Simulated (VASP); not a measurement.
Ag2Bi2S: single point with PBE

Ag2Bi2S:

```
Bi Ag S
1.0
     0.00000   -2.08302    3.50089
     0.85288   -1.90042   -3.50089
     9.72887    0.00000    0.00000
Bi Ag S
2 2 1
Cartesian
  2.1991 -1.6122 1.4109
  8.3826 -2.3713 -1.4109
  4.3523 -1.1512 -0.6849
  6.2294 -2.8323 0.6849
  0.0000 0.0000 0.0000
```

| Property | Result |
| --- | --- |
| Program | VASP 6.6.1 |
| Task | single point |
| Functional | PBE |
| Potentials or basis | VASP PAW PBE potentials, release 64 (Bi_d, Ag, S) |
| Cutoff | 520 eV |
| k mesh | 6 × 6 × 6 |
| Occupations | fermi-dirac, width 0.1 eV |
| Spin | no spin polarisation |
| Dipole correction | no |
| Further INCAR settings | ALGO = Normal; EDIFF = 1e-07; NBANDS = 37 |

```
Pressure               : -4.4 GPa
Largest force          : 0.008 eV/Å
Band gap on the k mesh : zero (bands 29 and 30 overlap by 1.78 eV)
```

Forces in eV/Å, atoms in the order of the input:
```
Bi  -0.008 -0.002 -0.001
Bi   0.008  0.002  0.001
Ag   0.005  0.001  0.001
Ag  -0.005 -0.001 -0.001
S    0.000  0.000  0.000
```

Stress tensor (GPa, compression positive):
```
-4.16  0.09  0.05
 0.09 -4.56  0.01
 0.05  0.01 -4.57
```

Levels at points of the mesh, in eV from the Fermi level:
| k point | band 25 | band 26 | band 27 | band 28 | band 29 | band 30 | band 31 | band 32 | band 33 | band 34 |
| --- | --- | --- | --- | --- | --- | --- | --- | --- | --- | --- |
| (0.00, 0.00, 0.00) | -3.27 | -2.05 | -2.05 | 0.26 | 0.82 | 1.33 | 1.33 | 2.31 | 2.31 | 5.26 |
| (0.50, 0.00, 0.00) | -3.62 | -3.07 | -2.77 | -0.70 | -0.44 | -0.34 | 0.03 | 0.78 | 1.95 | 4.30 |
| (0.00, 0.50, 0.00) | -3.21 | -2.90 | -2.77 | -1.83 | -1.70 | 0.58 | 1.12 | 1.23 | 2.44 | 2.96 |
| (0.00, 0.00, 0.50) | -2.06 | -2.06 | -1.83 | -1.49 | 1.44 | 1.44 | 2.18 | 2.18 | 2.35 | 4.25 |

It took 110 s on 1 thread of Intel(R) Xeon(R) Platinum 8488C (Sapphire Rapids), on a shared host, peak memory 0.33 GiB.

Caveat: the cell stands under tension; spin-orbit coupling is left out, which moves the levels of the heavy elements.
